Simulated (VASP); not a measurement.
Wanted: the native input for a VASP 6.6.1 run.

| Quantity | Value |
| --- | --- |
| Task | single point |
| Functional | PBE |
| Potentials or basis | VASP PAW PBE potentials, release 64 (Mg, Ti_sv, C, N) |
| Cutoff | 520 eV |
| k mesh | 4 × 4 × 4 |
| Occupations | gaussian, width 0.1 eV |
| Spin | collinear spin |
| Starting moments | [0.0, 1.0, 0.0, 0.0, 0.0, 0.0, 0.0, 0.0, 0.0, 0.0] μB |
| Dipole correction | no |
| Further INCAR settings | ALGO = Normal; EDIFF = 1e-06; NBANDS = 40 |

The structure of MgTiC4N4 lies in POSCAR:

```
MgTiC4N4
1.0
    5.9813487900      0.0000000000      0.0000000000
    0.0000000000      5.9813487900      0.0000000000
    0.0000000000      0.0000000000      5.9813487900
Mg Ti C N
1 1 4 4
Direct
    0.0000000000      0.0000000000      0.0000000000
    0.5000000000      0.5000000000      0.5000000000
    0.1911196900      0.1911196900      0.1911196900
    0.1911196900      0.8088803100      0.8088803100
    0.8088803100      0.1911196900      0.8088803100
    0.8088803100      0.8088803100      0.1911196900
    0.3040540500      0.3040540500      0.3040540500
    0.3040540500      0.6959459500      0.6959459500
    0.6959459500      0.3040540500      0.6959459500
    0.6959459500      0.6959459500      0.3040540500
```

These files were run (other wordings do the same):

INCAR

```
SYSTEM = MgTiC4N4
PREC = Accurate ; ENCUT = 520
EDIFF = 1E-6 ; ISMEAR = 0
SIGMA = 0.1 ; LREAL = .FALSE.
LASPH = .TRUE. ; NELM = 150
ALGO = Normal ; ISIF = 2
LWAVE = .FALSE. ; LCHARG = .FALSE.
ISPIN = 2 ; MAGMOM = 0 1 0 0 0 0 0 0 0 0
LORBIT = 11 ; LMAXMIX = 4
GGA = PE ; NBANDS = 40
```

KPOINTS

```
regular mesh
0
G
  4 4 4
  0 0 0
```

Potentials or basis: VASP PAW PBE potentials, release 64 (Mg, Ti_sv, C, N).

The run is started by

```sh
$ cat potpaw_PBE.64/Mg/POTCAR potpaw_PBE.64/Ti_sv/POTCAR potpaw_PBE.64/C/POTCAR potpaw_PBE.64/N/POTCAR > POTCAR
$ mpirun -np 1 vasp_std > vasp.out
```

It gave:

The pressure is 5.7 GPa, the largest force is 1.338 eV/Å and the band gap on the k mesh is 0.56 eV (least direct gap 0.84 eV). The net moment is 2.00 μB per cell. The site moments are Mg +0.00; Ti +1.30; C +0.07; N -0.04 μB and the valence electrons inside the program's atomic spheres are Mg 0.55; Ti 10.28; C 2.62; N 3.92.

Caveat: the cell stands under pressure; forces of over 1 eV/Å act on the atoms, so gaps and moduli don't describe the material at rest.

Run time: 110 s on 1 thread of Intel(R) Xeon(R) 6975P-C (Granite Rapids), with other jobs on the host, peak memory 0.49 GiB.
